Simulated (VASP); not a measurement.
Be2Au:

```
Be Au
1.0
     0.00000    2.50380    2.50380
     2.50380    0.00000    2.50380
     2.50380    2.50380    0.00000
Be Au
2 1
Direct
  0.25000 0.25000 0.25000
  0.75000 0.75000 0.75000
  0.00000 0.00000 0.00000
```

The cell was built from a structure type or drawn by symmetry, and may not be a known phase.

| Quantity | Value |
| --- | --- |
| Program | VASP 6.6.1 |
| Task | relaxation of cell and atoms |
| Functional | PBE |
| Potentials or basis | VASP PAW PBE potentials, release 64 (Be, Au) |
| Cutoff | 600 eV |
| k mesh | 6 × 6 × 6 |
| Occupations | gaussian, width 0.1 eV |
| Spin | no spin polarisation |

At the start: pressure 51.4 GPa; volume 10.46 Å³/atom.

Question: Where does the relaxation end?

Answer: Over 3 steps the energy falls by 409.6 meV/atom and the volume is 13.69 Å³/atom (+30.8 %); space group Fm-3m (No. 225, to 0.1 Å) before and after.

The path:
```
step  energy change (eV)  largest force (eV/Å)  pressure (GPa)  volume (Å³)
   1              0.0000                0.0000           51.40        31.39
   2             -0.8217                0.0000          -13.58        49.25
   3             -1.2288                0.0000            0.03        41.06
```

Final structure:
```xyz
3
Lattice="0.0000 2.7381 2.7381 2.7381 0.0000 2.7381 2.7381 2.7381 0.0000" Properties=species:S:1:pos:R:3 pbc="T T T"
Be    1.3690    1.3690    1.3690
Be    4.1071    4.1071    4.1071
Au    0.0000    0.0000    0.0000
```

Caveat: the k points lie up to 0.33 Å⁻¹ apart in the final cell, too coarse for converged energies and pressures of a metal; the volume moved by over 15 % at a fixed basis, so the end points are rough.
